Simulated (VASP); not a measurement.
Here is a VASP 6.6.1 calculation.

The input INCAR:

```
ALGO = Normal
EDIFF = 1E-6
ENCUT = 410
GGA = PS
GGA_COMPAT = False
ISIF = 2
ISMEAR = 0
LASPH = True
LCHARG = False
LREAL = False
LWAVE = False
NBANDS = 87
NELM = 120
PREC = Accurate
SIGMA = 0.05
```

Contents of KPOINTS:

```
k-points
0
Gamma
  1 1 6
```

Contents of POSCAR:

```
Ge7H4Se7
1.0
   21.9000000000      0.0000000000      0.0000000000
    0.0000000000     10.7000000000      0.0000000000
    0.0000000000      0.0000000000      6.2121087908
Ge Se H
7 7 4
Direct
    0.6637699855      0.4323455402      0.3333333333
    0.7456549783      0.4323455402      0.8333333333
    0.5000000000      0.4323455402      0.3333333333
    0.5818849928      0.4323455402      0.8333333333
    0.3362300145      0.4323455402      0.3333333333
    0.4181150072      0.4323455402      0.8333333333
    0.2543450217      0.4323455402      0.8333333333
    0.7456549783      0.5676544598      0.1666666667
    0.5818849928      0.5676544598      0.1666666667
    0.6637699855      0.5676544598      0.6666666667
    0.4181150072      0.5676544598      0.1666666667
    0.5000000000      0.5676544598      0.6666666667
    0.2543450217      0.5676544598      0.1666666667
    0.3362300145      0.5676544598      0.6666666667
    0.7955641377      0.5148167504      0.7317494782
    0.2044358623      0.5148167504      0.7317494782
    0.7932955396      0.4889319410      0.2636330739
    0.2067044604      0.4889319410      0.2636330739
```

Potentials or basis: VASP PAW PBE potentials, release 64 (Ge_d, Se, H).

Run with:

```console
$ cat potpaw_PBE.64/Ge_d/POTCAR potpaw_PBE.64/Se/POTCAR potpaw_PBE.64/H/POTCAR > POTCAR
$ mpirun -np 1 vasp_std > vasp.out
```

**Question.** Predict the band gap on the k mesh.

**Answer.** 2.34 eV, direct.

**Question.** Estimate the largest force.

**Answer.** 1.077 eV/Å.

Forces on the atoms (eV/Å):
```
Ge  -0.130 -0.149  0.139
Ge  -0.702 -0.812  0.091
Ge   0.000 -0.052  0.097
Ge   0.096 -0.043 -0.106
Ge   0.130 -0.149  0.139
Ge  -0.096 -0.043 -0.106
Ge   0.702 -0.812  0.091
Se  -0.141  0.492 -0.092
Se   0.070  0.091 -0.015
Se  -0.019  0.047  0.087
Se  -0.070  0.091 -0.015
Se   0.000  0.064 -0.009
Se   0.141  0.492 -0.092
Se   0.019  0.047  0.087
H    0.594  0.557 -0.354
H   -0.594  0.557 -0.354
H    0.288 -0.190  0.204
H   -0.288 -0.190  0.204
```

Caveat: the PAW data sets were made with another functional, which shifts forces and pressure a little.
